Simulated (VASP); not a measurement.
Write the native input for VASP 6.6.1 that does the following.

```
Task                   : relaxation of cell and atoms
Functional             : PBE
Potentials or basis    : VASP PAW PBE potentials, release 64 (K_sv, F)
Cutoff                 : 600 eV
k mesh                 : 8 × 8 × 8
Occupations            : gaussian, width 0.02 eV
Spin                   : no spin polarisation
Dipole correction      : no
Further INCAR settings : ALGO = Normal; EDIFF = 1e-06; IBRION = 2; EDIFFG = -0.01; NSW = 100; ISIF = 3
```

The structure of KF lies in POSCAR:

```
KF
1.0
    3.2490320923      0.0000000000      0.0000000000
    0.0000000000      3.2490320923      0.0000000000
    0.0000000000      0.0000000000      3.2490320923
K F
1 1
Direct
    0.5000000000      0.5000000000      0.5000000000
    0.0000000000      0.0000000000      0.0000000000
```

These files were run (other wordings do the same):

INCAR

```
SYSTEM = KF
PREC = Accurate
ENCUT = 600
EDIFF = 1E-6
ISMEAR = 0
SIGMA = 0.02
LREAL = .FALSE.
LASPH = .TRUE.
NELM = 80
ALGO = Normal
ISIF = 3
LWAVE = .FALSE.
LCHARG = .FALSE.
GGA = PE
IBRION = 2
NSW = 100
EDIFFG = -0.01
```

KPOINTS

```
regular mesh
0
G
  8 8 8
  0 0 0
```

Potentials or basis: VASP PAW PBE potentials, release 64 (K_sv, F).

The run is started by

```console
$ cat potpaw_PBE.64/K_sv/POTCAR potpaw_PBE.64/F/POTCAR > POTCAR
$ mpirun -np 1 vasp_std > vasp.out
```

Results of the run:

* Relaxed volume: 17.29 Å³/atom
* Relaxed cell: a = 3.258 Å, b = 3.258 Å, c = 3.258 Å, α = 90.00°, β = 90.00°, γ = 90.00°
* Space group after relaxing (to 0.1 Å): Pm-3m (No. 221)
* Energy gained by relaxing: 0.1 meV/atom
* Ionic steps: 3
* Pressure after relaxing: 0.0 GPa
* Band gap on the k mesh: 6.26 eV (least direct gap 6.32 eV)

Run time: 19 s on 1 thread of Intel(R) Xeon(R) Platinum 8488C (Sapphire Rapids), with other jobs on the host, peak memory 0.17 GiB.
